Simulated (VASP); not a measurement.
**Al: single point with PBE**

Crystal: Al.

```
Al
1.0
     4.21421    0.00000    0.00000
     0.00000    4.21421    0.00000
    -2.10710    0.00000    1.92191
Al
2
Direct
  0.00000 0.00000 0.00000
  0.50000 0.50000 0.00000
```

```json
{"Program": "VASP 6.6.1", "Task": "single point", "Functional": "PBE", "Potentials or basis": "VASP PAW PBE potentials, release 64 (Al)", "Cutoff": "500 eV", "k mesh": "8 × 8 × 18", "Occupations": "gaussian, width 0.1 eV", "Spin": "no spin polarisation"}
```

```json
{
  "Pressure": "-2.0 GPa",
  "Band gap on the k mesh": "zero (bands 3 and 4 overlap by 11.29 eV)"
}
```

Stress tensor (GPa, compression positive):
```
-3.82  0.00  0.37
 0.00 -3.31  0.00
 0.37  0.00  1.12
```

Levels at points of the mesh, in eV from the Fermi level:
```csv
k point,band 1,band 2,band 3,band 4,band 5,band 6,band 7
"(0.00, 0.00, 0.00)",-10.85,-3.20,-2.16,5.76,5.83,6.43,9.40
"(0.50, 0.00, 0.00)",-6.33,-6.33,1.05,1.05,2.24,2.24,9.16
"(0.00, 0.50, 0.00)",-8.78,-8.78,7.05,7.05,7.58,7.58,7.78
"(0.50, 0.50, 0.00)",-4.38,-4.38,-4.24,-4.24,10.08,10.08,10.40
"(0.00, 0.00, 0.50)",-3.20,-2.16,-1.84,-0.26,4.43,4.43,4.65
"(0.50, 0.00, 0.50)",-6.33,-6.33,1.05,1.05,2.24,2.24,9.16
"(0.00, 0.50, 0.50)",-1.27,-1.27,-0.18,-0.18,0.06,0.06,1.87
"(0.50, 0.50, 0.50)",-4.38,-4.38,-4.24,-4.24,10.08,10.08,10.40
```

Wall time 3.4 min on 1 thread of Intel Xeon 8259CL (shared host), peak memory 0.27 GiB.
